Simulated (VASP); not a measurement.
Set up this calculation in VASP 6.6.1, as the native input.

- Task: relaxation of cell and atoms
- Functional: PBEsol
- Potentials or basis: VASP PAW PBE potentials, release 64 (Li_sv, Se)
- Cutoff: 750 eV
- k mesh: 6 × 6 × 6
- Occupations: gaussian, width 0.01 eV
- Spin: no spin polarisation
- Target pressure: 10 GPa
- Dipole correction: no
- Further INCAR settings: ALGO = Normal; EDIFF = 1e-07; IBRION = 2; EDIFFG = -0.002; NSW = 100; ISIF = 3

The structure of Li2Se lies in POSCAR:

```
Li2Se
1.0
    0.0000000000      2.9723716869      2.9723716869
    2.9723716869      0.0000000000      2.9723716869
    2.9723716869      2.9723716869      0.0000000000
Li Se
2 1
Direct
    0.2500000000      0.2500000000      0.2500000000
    0.7500000000      0.7500000000      0.7500000000
    0.0000000000      0.0000000000      0.0000000000
```

These files were run (other wordings do the same):

INCAR

```
  PREC = Accurate
  ENCUT = 750
  EDIFF = 1E-7
  ISMEAR = 0
  SIGMA = 0.01
  LREAL = False
  LASPH = True
  NELM = 120
  ALGO = Normal
  ISIF = 3
  LWAVE = False
  LCHARG = False
  GGA = PS
  IBRION = 2
  NSW = 100
  EDIFFG = -0.002
  PSTRESS = 100.0
  GGA_COMPAT = False
  NELMIN = 4
```

KPOINTS

```
regular mesh
0
Gamma
  6 6 6
```

Potentials or basis: VASP PAW PBE potentials, release 64 (Li_sv, Se).

The run is started by

```sh
$ cat potpaw_PBE.64/Li_sv/POTCAR potpaw_PBE.64/Se/POTCAR > POTCAR
$ mpirun -np 1 vasp_std > vasp.out
```

It gave:

```json
{"Relaxed volume": "14.45 Å³/atom", "Relaxed cell": "a = 3.943 Å, b = 3.943 Å, c = 3.943 Å, α = 60.00°, β = 60.00°, γ = 60.00°", "Space group after relaxing (to 0.05 Å)": "Fm-3m (No. 225)", "Energy change on relaxing (the enthalpy is what falls)": "+81.7 meV/atom", "Ionic steps": "5", "Pressure after relaxing": "10.0 GPa", "Band gap on the k mesh": "2.57 eV, indirect (least direct gap 4.26 eV)"}
```

Caveat: the cell is relaxed towards a set pressure, so the enthalpy falls and the energy may rise; the volume moved by over 15 % at a fixed basis, so the end points are rough; the PAW data sets were made with another functional, which shifts forces and pressure a little.

It took 63 s on 1 thread of Intel(R) Xeon(R) Platinum 8488C (Sapphire Rapids) (shared host), peak memory 0.25 GiB.
